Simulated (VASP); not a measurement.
Here is a VASP 6.6.1 calculation.

Contents of POSCAR:

```
BeTe
1.0
    1.7870000000     -4.7974500000      0.0000000000
    1.7870000000      4.7974500000      0.0000000000
    0.0000000000      0.0000000000      3.5691500000
Be Te
1 1
Direct
    0.5000000000      0.5000000000      0.5000000000
    0.0000000000      0.0000000000      0.0000000000
```

The input INCAR.step1:

```
SYSTEM = BeTe
PREC     = Accurate       ! precision mode
ENCUT    = 520            ! plane-wave cutoff, eV
EDIFF    = 1E-5           ! SCF threshold, eV
ISMEAR   = -1             ! smearing method
SIGMA    = 0.05           ! smearing width, eV
LREAL    = .False.        ! projectors in reciprocal space
LASPH    = .True.         ! aspherical terms in the spheres
NELM     = 80             ! most SCF steps
ALGO     = Normal         ! electronic algorithm
ISIF     = 2              ! what is computed and relaxed
LWAVE    = .True.         ! write WAVECAR
LCHARG   = .False.        ! write CHGCAR
GGA      = PE             ! functional
NBANDS   = 11             ! bands
```

Contents of INCAR.step2:

```
SYSTEM = BeTe
PREC     = Accurate       ! precision mode
ENCUT    = 520            ! plane-wave cutoff, eV
EDIFF    = 1E-6           ! SCF threshold, eV
ISMEAR   = -1             ! smearing method
SIGMA    = 0.05           ! smearing width, eV
LREAL    = .False.        ! projectors in reciprocal space
LASPH    = .True.         ! aspherical terms in the spheres
NELM     = 80             ! most SCF steps
ALGO     = Normal         ! electronic algorithm
ISIF     = 2              ! what is computed and relaxed
LWAVE    = .False.        ! write WAVECAR
LCHARG   = .False.        ! write CHGCAR
GGA      = PE             ! functional
LHFCALC  = .True.         ! exact exchange
AEXX     = 0.1            ! exact-exchange fraction
HFSCREEN = 0.2            ! screening, 1/A
PRECFOCK = Normal       
ISTART   = 1            
NBANDS   = 11             ! bands
```

Contents of KPOINTS:

```
regular mesh
0
Gamma
  4 4 4
  0 0 0
```

Potentials or basis: VASP PAW PBE potentials, release 64 (Be, Te).

Command:

```sh
$ cat potpaw_PBE.64/Be/POTCAR potpaw_PBE.64/Te/POTCAR > POTCAR
$ cp INCAR.step1 INCAR
$ mpirun -np 1 vasp_std > vasp.out
$ cp INCAR.step2 INCAR
$ mpirun -np 1 vasp_std > vasp.out
```

Q: Estimate the band gap on the k mesh.

A: Zero (bands 4 and 5 overlap by 1.21 eV).

Q: Predict the pressure.

A: -0.5 GPa.

Stress tensor (GPa, compression positive):
```
-0.56  0.00  0.00
 0.00 -0.14  0.00
 0.00  0.00 -0.77
```

Caveat: the k points lie up to 0.47 Å⁻¹ apart, too coarse for converged energies and pressures of a metal; the PAW data sets were made with another functional, which shifts forces and pressure a little; spin-orbit coupling is left out, which moves the levels of the heavy elements.
